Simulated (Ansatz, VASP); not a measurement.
One calculation of Sb, two programs

INCAR

```
SYSTEM = Sb
  PREC = Accurate
  ENCUT = 520
  EDIFF = 1E-6
  ISMEAR = -1
  SIGMA = 0.05
  LREAL = .FALSE.
  LASPH = .TRUE.
  NELM = 80
  ALGO = Normal
  ISIF = 2
  LWAVE = .FALSE.
  LCHARG = .FALSE.
  GGA = PE
  NBANDS = 18
```

The input KPOINTS:

```
regular mesh
0
G
  8 8 1
  0 0 0
```

The input POSCAR:

```
Sb
1.0
    3.1600000000      0.0000000000      0.0000000000
    0.0000000000      3.1600000000      0.0000000000
    0.0000000000      0.0000000000     24.4800000000
Sb
4
Direct
    0.0000000000      0.0000000000      0.3063725490
    0.0000000000      0.0000000000      0.4354575163
    0.0000000000      0.0000000000      0.5645424837
    0.0000000000      0.0000000000      0.6936274510
```

Contents of input.yaml:

```yaml
crystal:
  lattice:
    - [3.16, 0.0, 0.0]
    - [0.0, 3.16, 0.0]
    - [0.0, 0.0, 24.48]
  atoms:
    - { symbol: Sb, position: [0.0, 0.0, 0.306372549] }
    - { symbol: Sb, position: [0.0, 0.0, 0.4354575163] }
    - { symbol: Sb, position: [0.0, 0.0, 0.5645424837] }
    - { symbol: Sb, position: [0.0, 0.0, 0.693627451] }
kpoints:
  mp_grid: { grid: [8, 8, 1] }
scf:
  occupations: { method: fermi_dirac, width: 0.05 }
hamiltonian:
  xc: pbe
  pseudopotentials: { kind: all_electron, lapw: { basis_error: 0.002 } }
output:
  forces: true
  stress: true
  eigenvalues: true
```

Alike in both runs: task single point; functional PBE; k mesh 8 × 8 × 1; occupations fermi-dirac, width 0.05 eV; no spin polarisation.

|  | VASP | Ansatz |
| --- | --- | --- |
| version | VASP 6.6.1 | Ansatz 0.2.0 |
| potentials or method | VASP PAW PBE potentials, release 64 (Sb), cutoff 520 eV | all-electron LAPW, scalar-relativistic |

```csv
,VASP,Ansatz,Ansatz less VASP
gap on the k mesh at the Fermi level (eV),none,none,-
rms of the force components (eV/Å),0.295,0.295,+0.0006
```

Atom by atom the forces differ by 0.001 eV/Å (rms over components). A gap of «none» marks a metal or a gap that the smearing closes. Ansatz ran all-electron here, and VASP with PAW potentials.

Spin-orbit coupling is off throughout.
